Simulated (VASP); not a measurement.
**SiGe3: relaxation of cell and atoms with PBE**

The system is SiGe3.

```
Si Ge
1.0
     2.98702    0.00000    0.00000
    -1.49351    2.58683    0.00000
     0.00000    0.00000    9.45385
Si Ge
1 3
Direct
  0.66667 0.33333 0.50000
  0.33333 0.66667 0.75000
  0.33333 0.66667 0.25000
  0.66667 0.33333 0.00000
```

* Program: VASP 6.6.1
* Task: relaxation of cell and atoms
* Functional: PBE
* Potentials or basis: VASP PAW PBE potentials, release 64 (Si, Ge_d)
* Cutoff: 600 eV
* k mesh: 6 × 6 × 2
* Occupations: gaussian, width 0.1 eV
* Spin: no spin polarisation
* Dipole correction: no
* Further INCAR settings: ALGO = Normal; EDIFF = 1e-06; IBRION = 2; EDIFFG = -0.04; NSW = 90; ISIF = 3

```yaml
Relaxed_volume: 18.06 Å³/atom
Relaxed_cell: a = 2.946 Å, b = 2.946 Å, c = 9.614 Å, α = 90.00°, β = 90.00°, γ = 120.00°
Space_group_after_relaxing_to_0.05_Å: P-6m2 (No. 187)
Energy_gained_by_relaxing: 23.3 meV/atom
Ionic_steps: 7
Pressure_after_relaxing: 0.1 GPa
Largest_force_after_relaxing: 0.031 eV/Å
```

Forces on the atoms (eV/Å):
```
Si   0.000  0.000  0.000
Ge   0.000  0.000 -0.031
Ge   0.000  0.000  0.031
Ge   0.000  0.000  0.000
```

Stress tensor (GPa, compression positive):
```
 0.24  0.00  0.00
 0.00  0.24  0.00
 0.00  0.00 -0.18
```

Step by step:
```tsv
step	energy change (eV)	largest force (eV/Å)	pressure (GPa)	volume (Å³)
1	0.0000	0.4210	-0.82	73.05
2	-0.0396	0.3724	0.44	72.05
3	-0.0405	0.3683	0.58	71.89
4	-0.0577	0.3248	0.25	72.32
5	-0.0843	0.1058	-1.21	73.62
6	-0.0929	0.0132	0.59	71.98
7	-0.0930	0.0315	0.10	72.24
```

Final structure:
```
Si Ge
1.0
     2.94558    0.00000    0.00000
    -1.47279    2.55094    0.00000
     0.00000    0.00000    9.61391
Si Ge
1 3
Direct
  0.66667 0.33333 0.50000
  0.33333 0.66667 0.73493
  0.33333 0.66667 0.26507
  0.66667 0.33333 0.00000
```

Levels at points of the mesh, in eV from the Fermi level:
| k point | band 19 | band 20 | band 21 | band 22 | band 23 | band 24 | band 25 | band 26 | band 27 |
| --- | --- | --- | --- | --- | --- | --- | --- | --- | --- |
| (0.00, 0.00, 0.00) | -7.66 | -5.72 | 1.16 | 1.34 | 6.68 | 6.68 | 7.98 | 7.98 | 8.08 |
| (0.50, 0.00, 0.00) | -6.62 | -5.14 | -5.01 | -2.37 | -1.56 | -1.02 | 1.11 | 2.55 | 4.16 |
| (0.00, 0.00, 0.50) | -9.19 | -3.20 | -2.73 | 5.45 | 6.59 | 6.75 | 6.75 | 7.54 | 7.54 |
| (0.50, 0.00, 0.50) | -6.72 | -4.80 | -4.07 | -3.69 | -2.86 | 1.35 | 1.99 | 2.71 | 3.33 |

Run time: 2.8 min on 1 thread of AMD EPYC 9R45 (Zen 5), on a shared host, peak memory 0.18 GiB.

Caveat: the k points lie up to 0.41 Å⁻¹ apart in the final cell; the bands computed are all filled at some k points, so no gap is given.
